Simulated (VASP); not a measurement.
# Tc (Im-3m) in VASP: a series of runs

Runs on Tc. Level: PBEsol. Tasks: single point, relaxation of cell and atoms.

All numbers are computed with VASP 6.6.1; they aren't measurements. Logs are shortened: lines on timing, memory, paths and dates and some standing lists are left out, and cuts for length are marked.

**1. The cell of the first run**

It takes space group Im-3m (No. 229, cubic). The conventional cell has a = 3.048 Å, b = 3.048 Å, c = 3.048 Å, α = 90.00°, β = 90.00°, γ = 90.00°. Within 3.5 Å of Tc (site symmetry m-3m) lie 14 Tc at 2.64 to 3.05 Å.

**2. Single point, PBEsol**

Contents of INCAR:

```
SYSTEM = Tc
PREC = Accurate
ENCUT = 520
EDIFF = 1E-7
ISMEAR = 1
SIGMA = 0.1
LREAL = .False.
LASPH = .True.
NELM = 100
ALGO = Normal
ISIF = 2
LWAVE = .False.
LCHARG = .False.
GGA = PS
NBANDS = 20
```

Contents of KPOINTS:

```
Automatic mesh
0
Gamma
  7 7 7
  0 0 0
```

Contents of POSCAR:

```
Tc
1.0
    3.0483848129      0.0000000000      0.0000000000
    0.0000000000      3.0483848129      0.0000000000
    0.0000000000      0.0000000000      3.0483848129
Tc
2
Direct
    0.0000000000      0.0000000000      0.0000000000
    0.5000000000      0.5000000000      0.5000000000
```

Potentials or basis: VASP PAW PBE potentials, release 64 (Tc_pv).

Run with:

```bash
$ cat potpaw_PBE.64/Tc_pv/POTCAR > POTCAR
$ mpirun -np 1 vasp_std > vasp.out
```

OUTCAR:

```text
SYSTEM = Tc
   PREC = Accurate
   ENCUT = 520
   EDIFF = 1E-7
   ISMEAR = 1
   LREAL = .False.
   LASPH = .True.
   NELM = 100
   ISIF = 2
   GGA = PS

 ion  position               nearest neighbor table
   1  0.000  0.000  0.000-   2 2.64   2 2.64   2 2.64   2 2.64   2 2.64   2 2.64   2 2.64   2 2.64

   2  0.500  0.500  0.500-   1 2.64   1 2.64   1 2.64   1 2.64   1 2.64   1 2.64   1 2.64   1 2.64

  LATTYP: Found a simple cubic cell.
 ALAT       =     3.0483848129

  Lattice vectors:

 A1 = (   3.0483848129,   0.0000000000,   0.0000000000)
 A2 = (   0.0000000000,   3.0483848129,   0.0000000000)
 A3 = (   0.0000000000,   0.0000000000,   3.0483848129)

Analysis of symmetry for initial positions (statically):
=====================================================================
 Subroutine PRICEL returns following result:

  LATTYP: Found a body centered cubic cell.
 ALAT       =     3.0483848129

  Lattice vectors:

 A1 = (   1.5241924065,   1.5241924065,  -1.5241924064)
 A2 = (  -1.5241924065,   1.5241924064,   1.5241924064)
 A3 = (   1.5241924065,  -1.5241924064,   1.5241924065)

   2 primitive cells build up your supercell.

 Routine SETGRP: Setting up the symmetry group for a
 simple cubic supercell.

 Subroutine GETGRP returns: Found 48 space group operations
 (whereof 48 operations were pure point group operations)
 out of a pool of 48 trial point group operations.

The static configuration has the point symmetry O_h .

Analysis of symmetry for dynamics (positions and initial velocities):
=====================================================================
 Subroutine PRICEL returns following result:

  LATTYP: Found a body centered cubic cell.
 ALAT       =     3.0483848129

  Lattice vectors:

 A1 = (   1.5241924065,   1.5241924065,  -1.5241924064)
 A2 = (  -1.5241924065,   1.5241924064,   1.5241924064)
 A3 = (   1.5241924065,  -1.5241924064,   1.5241924065)

   2 primitive cells build up your supercell.

 Routine SETGRP: Setting up the symmetry group for a
 simple cubic supercell.

 Subroutine GETGRP returns: Found 48 space group operations
 (whereof 48 operations were pure point group operations)
 out of a pool of 48 trial point group operations.

The dynamic configuration has the point symmetry O_h .

 Subroutine INISYM returns: Found 48 space group operations
 (whereof 48 operations are pure point group operations),
 and found     2 'primitive' translations

----------------------------------------------------------------------------------------

                                     Primitive cell

  volume of cell :      14.1638

  direct lattice vectors                    reciprocal lattice vectors
     1.524192406  1.524192406 -1.524192406     0.328042574  0.328042574  0.000000000
    -1.524192406  1.524192406  1.524192406    -0.000000000  0.328042574  0.328042574
     1.524192406 -1.524192406  1.524192406     0.328042574  0.000000000  0.328042574

  length of vectors
     2.639978688  2.639978688  2.639978688     0.463922257  0.463922257  0.463922257

  position of ions in fractional coordinates (direct lattice)
     0.000000000  0.000000000  0.000000000

  ion indices of the primitive-cell ions
   primitive index   ion index
                 1           1

----------------------------------------------------------------------------------------

 KPOINTS: Automatic mesh

Automatic generation of k-mesh.
 Grid dimensions read from file:
 generate k-points for:    7    7    7

 Generating k-lattice:

  Cartesian coordinates                     Fractional coordinates (reciprocal lattice)
     0.046863225  0.000000000  0.000000000     0.142857143  0.000000000  0.000000000
     0.000000000  0.046863225  0.000000000     0.000000000  0.142857143  0.000000000
     0.000000000  0.000000000  0.046863225     0.000000000  0.000000000  0.142857143

  Length of vectors
     0.046863225  0.046863225  0.046863225

  Shift w.r.t. Gamma in fractional coordinates (k-lattice)
     0.000000000  0.000000000  0.000000000

 Subroutine IBZKPT returns following result:
 ===========================================

 Found     20 irreducible k-points:

 Following reciprocal coordinates:
            Coordinates               Weight
  0.000000  0.000000  0.000000      1.000000
  0.142857  0.000000  0.000000      6.000000
  0.285714  0.000000  0.000000      6.000000
  0.428571  0.000000  0.000000      6.000000
  0.142857  0.142857  0.000000     12.000000
  0.285714  0.142857  0.000000     24.000000
[... 12 lines left out ...]
  0.428571  0.428571  0.285714     24.000000
  0.428571  0.428571  0.428571      8.000000
   k-points           NKPTS =     20   k-points in BZ     NKDIM =     20   number of bands    NBANDS=     20
   number of dos      NEDOS =    301   number of ions     NIONS =      2
   total plane-waves  NPLWV =  13824
   dimension x,y,z NGX =    24 NGY =   24 NGZ =   24
   dimension x,y,z NGXF=    48 NGYF=   48 NGZF=   48
   ions per type =               2
   NGX,Y,Z   is equivalent  to a cutoff of  13.09, 13.09, 13.09 a.u.
   NGXF,Y,Z  is equivalent  to a cutoff of  26.18, 26.18, 26.18 a.u.
 SYSTEM =  Tc
   PREC   = accura    normal or accurate (medium, high low for compatibility)
   ISTART =      0    job   : 0-new  1-cont  2-samecut
   ICHARG =      2    charge: 1-file 2-atom 10-const
   ISPIN  =      1    spin polarized calculation?
   LNONCOLLINEAR =      F non collinear calculations
   LSORBIT =      F    spin-orbit coupling
   LASPH  =      T    aspherical Exc in radial PAW
   ENCUT  =  520.0 eV  38.22 Ry    6.18 a.u.   5.67  5.67  5.67*2*pi/ulx,y,z
   NELM   =    100;   NELMIN=  2; NELMDL= -5     # of ELM steps
   EDIFF  = 0.1E-06   stopping-criterion for ELM
   LREAL  =      F    real-space projection
   EDIFFG = 0.1E-05   stopping-criterion for IOM
   NSW    =      0    number of steps for IOM
   IBRION =     -1    ionic relax: 0-MD 1-quasi-New 2-CG
   NFREE  =      0    steps in history (QN), initial steepest desc. (CG)
   ISIF   =      2    stress and relaxation
   ISYM   =      2    0-nonsym 1-usesym 2-fastsym
   POTIM  = 0.5000    time-step for ionic-motion
   TEBEG  =    0.0;   TEEND  =   0.0 temperature during run
   PSTRESS=    0.0 pullay stress
   NELECT =      26.0000    total number of electrons
   NUPDOWN=      -1.0000    fix difference up-down
   EMIN   =  10.00;   EMAX   =-10.00  energy-range for DOS
   EFERMI =   0.00;   METHOD = LEGACY
   ISMEAR =     1;   SIGMA  =   0.10  broadening in eV -4-tet -1-fermi 0-gaus
   EFERMI_NEDOS =   21; number of points for ismear=-14 and -15
   IALGO  =     38    algorithm
   IMIX   =      4    mixing-type and parameters
     AMIX     =   0.40;   BMIX     =  1.00
     AMIX_MAG =   1.60;   BMIX_MAG =  1.00
  volume/ion in A,a.u.               =      14.16        95.58
  Fermi-wavevector in a.u.,A,eV,Ry     =   1.590973  3.006503 34.439002  2.531195
  Thomas-Fermi vector in A             =   2.689585
   LORBIT       =      0    0 simple, 1 ext, 2 COOP (PROOUT), +10 PAW based schemes
   GGA     = PS    functional components
   LHFCALC =     F    Hartree Fock is set to
   AEXX    =    0.0000 exact exchange contribution
   IVDW    =     0    specifies the selected vdW correction
   LEPSILON=     F    determine dielectric tensor
   LRPA    =     F    only Hartree local field effects (RPA)
 non-spin polarized calculation
 Methfessel and Paxton  Order N= 1 SIGMA  =   0.10
  energy-cutoff  :      520.00
  volume of cell :       28.33
 maximum number of plane-waves:       776
 NGX is ok and might be reduce to    24
   NGX = 11   NGY = 11   NGZ = 11

 number of electron      26.0000010 magnetization

 Free energy of the ion-electron system (eV)
  ---------------------------------------------------
  ext. energy  EPLUGINS =         0.00000000
  ---------------------------------------------------
  free energy    TOTEN  =       -21.98349276 eV

  energy without entropy =      -21.98036582  energy(sigma->0) =      -21.98245045

 E-fermi :  13.4496     XC(G=0): -14.0093

 val. band max:       13.4487529542   @ k =   0.2857   0.2857   0.1429
 cond. band min:      13.4665214226   @ k =   0.4286   0.2857   0.1429
 fundamental gap:      0.0177684684
 Fermi energy:        13.4496252216

 k-point     1 :       0.0000    0.0000    0.0000
  band No.  band energies     occupation
      1     -26.3404      2.00000
      2     -26.3404      2.00000
      3     -26.3404      2.00000
      4     -25.4143      2.00000
      5     -25.4143      2.00000
      6     -25.4143      2.00000
[... 12 lines left out ...]
     19      22.5485      0.00000
     20      22.5485      0.00000

 k-point     2 :       0.1429    0.0000    0.0000
  band No.  band energies     occupation
      1     -26.3411      2.00000
      2     -26.2931      2.00000
      3     -26.2931      2.00000
      4     -25.5100      2.00000
      5     -25.4583      2.00000
      6     -25.4583      2.00000
[... 12 lines left out ...]
     19      24.0401      0.00000
     20      24.0401      0.00000

 k-point     3 :       0.2857    0.0000    0.0000
  band No.  band energies     occupation
      1     -26.3174      2.00000
      2     -26.1611      2.00000
      3     -26.1611      2.00000
      4     -25.7475      2.00000
      5     -25.5829      2.00000
      6     -25.5829      2.00000
[... 12 lines left out ...]
     19      27.1838      0.00000
     20      27.1838      0.00000

 k-point     4 :       0.4286    0.0000    0.0000
  band No.  band energies     occupation
      1     -26.2180      2.00000
      2     -26.0160      2.00000
      3     -25.9723      2.00000
      4     -25.9723      2.00000
      5     -25.7658      2.00000
      6     -25.7658      2.00000
[... 337 lines left out ...]
 k-point    19 :       0.4286    0.4286    0.2857
  band No.  band energies     occupation
      1     -26.5021      2.00000
      2     -26.4835      2.00000
      3     -26.0782      2.00000
      4     -25.9329      2.00000
      5     -25.6686      2.00000
      6     -25.6266      2.00000
[... 12 lines left out ...]
     19      23.4410      0.00000
     20      24.4761      0.00000

 k-point    20 :       0.4286    0.4286    0.4286
  band No.  band energies     occupation
      1     -26.3491      2.00000
      2     -26.2217      2.00000
      3     -26.2217      2.00000
      4     -25.9306      2.00000
      5     -25.9306      2.00000
      6     -25.7972      2.00000
[... 12 lines left out ...]
     19      23.7759      0.00000
     20      23.7759      0.00000

------------------------ aborting loop because EDIFF is reached ----------------------------------------

  FORCE on cell =-STRESS in cart. coord.  units (eV):
  Direction    XX          YY          ZZ          XY          YZ          ZX
  --------------------------------------------------------------------------------------
  -------------------------------------------------------------------------------------
  Total       -0.1341936     -0.1341936     -0.1341936      0.0000000      0.0000000     -0.0000000
  in kB       -7.5898477     -7.5898477     -7.5898477      0.0000000      0.0000000     -0.0000000
  external PRESSURE =      -7.5898477 kB  Pullay stress =       0.0000000 kB

 VOLUME and BASIS-vectors are now :
 -----------------------------------------------------------------------------
  energy-cutoff  :      520.00
  volume of cell :       28.33
      direct lattice vectors                 reciprocal lattice vectors
     3.048384813  0.000000000  0.000000000     0.328042574  0.000000000  0.000000000
     0.000000000  3.048384813  0.000000000     0.000000000  0.328042574  0.000000000
     0.000000000  0.000000000  3.048384813     0.000000000  0.000000000  0.328042574

 POSITION                                       TOTAL-FORCE (eV/Angst)
 -----------------------------------------------------------------------------------
      0.00000      0.00000      0.00000         0.000000      0.000000      0.000000
      1.52419      1.52419      1.52419        -0.000000     -0.000000     -0.000000
 -----------------------------------------------------------------------------------
    total drift:                                0.000000      0.000000     -0.000000

  FREE ENERGIE OF THE ION-ELECTRON SYSTEM (eV)
  ---------------------------------------------------
  free  energy   TOTEN  =       -21.9834927628 eV

  energy  without entropy=      -21.9803658200  energy(sigma->0) =      -21.98245045
```

Run time: 12 s. Hardware: 1 thread of AMD EPYC 7R13 (Zen 3), shared host; peak memory 0.11 GiB.

What came out:

```
Free energy            : -21.9835 eV
Pressure               : -0.8 GPa
Band gap on the k mesh : zero (band 13 reaches 14.53 eV, above the bottom of band 14 at 12.20 eV)
```

Caveat: the PAW data sets were made with another functional, which shifts forces and pressure a little.

**3. Relaxation of cell and atoms, PBEsol**

This run uses another cell than the first one, of 14.33 Å³/atom, 1.011 times its volume.

Contents of INCAR:

```
PREC = Accurate
ENCUT = 600
EDIFF = 1E-7
ISMEAR = 1
SIGMA = 0.1
LREAL = F
LASPH = T
NELM = 100
ALGO = Normal
ISIF = 3
LWAVE = F
LCHARG = F
GGA = PS
IBRION = 2
NSW = 80
EDIFFG = -0.03
```

Contents of KPOINTS:

```
regular mesh
0
Gamma
  7 7 7
```

Contents of POSCAR:

```
Tc
1.0
    3.0600000000      0.0000000000      0.0000000000
    0.0000000000      3.0600000000      0.0000000000
    0.0000000000      0.0000000000      3.0600000000
Tc
2
Direct
    0.0000000000      0.0000000000      0.0000000000
    0.5000000000      0.5000000000      0.5000000000
```

Potentials or basis: VASP PAW PBE potentials, release 64 (Tc_pv).

Run with:

```bash
$ cat potpaw_PBE.64/Tc_pv/POTCAR > POTCAR
$ mpirun -np 1 vasp_std > vasp.out
```

Run time: 21 s. Hardware: 1 thread of AMD EPYC 7R13 (Zen 3), shared host; peak memory 0.12 GiB.

It converged, with:

| Property | Result |
| --- | --- |
| Free energy | -21.9845 eV |
| Relaxed volume | 14.14 Å³/atom |
| Relaxed cell | a = 3.047 Å, b = 3.047 Å, c = 3.047 Å, α = 90.00°, β = 90.00°, γ = 90.00° |
| Space group after relaxing (to 0.05 Å) | Im-3m (No. 229) |
| Energy gained by relaxing | 2.5 meV/atom |
| Ionic steps | 3 |
| Pressure after relaxing | -0.1 GPa |
| Band gap on the k mesh | zero (band 13 reaches 14.57 eV, above the bottom of band 14 at 12.23 eV) |

The path:
| step | energy change (eV) | largest force (eV/Å) | pressure (GPa) | volume (Å³) |
| --- | --- | --- | --- | --- |
| 1 | 0.0000 | 0.0000 | -4.17 | 28.65 |
| 2 | 0.0445 | 0.0000 | 14.52 | 27.13 |
| 3 | -0.0050 | 0.0000 | -0.07 | 28.28 |

Final structure:
```yaml
crystal:
  lattice:
    - [3.04659, 0.00000, 0.00000]
    - [0.00000, 3.04659, 0.00000]
    - [0.00000, 0.00000, 3.04659]
  atoms:
    - { symbol: Tc, position: [0.00000, 0.00000, 0.00000] }
    - { symbol: Tc, position: [0.50000, 0.50000, 0.50000] }
```

Levels at points of the mesh, in eV from the Fermi level:
| k point | band 11 | band 12 | band 13 | band 14 | band 15 | band 16 |
| --- | --- | --- | --- | --- | --- | --- |
| (0.00, 0.00, 0.00) | -2.56 | -2.56 | 0.44 | 0.44 | 2.72 | 2.72 |

Caveat: the PAW data sets were made with another functional, which shifts forces and pressure a little.
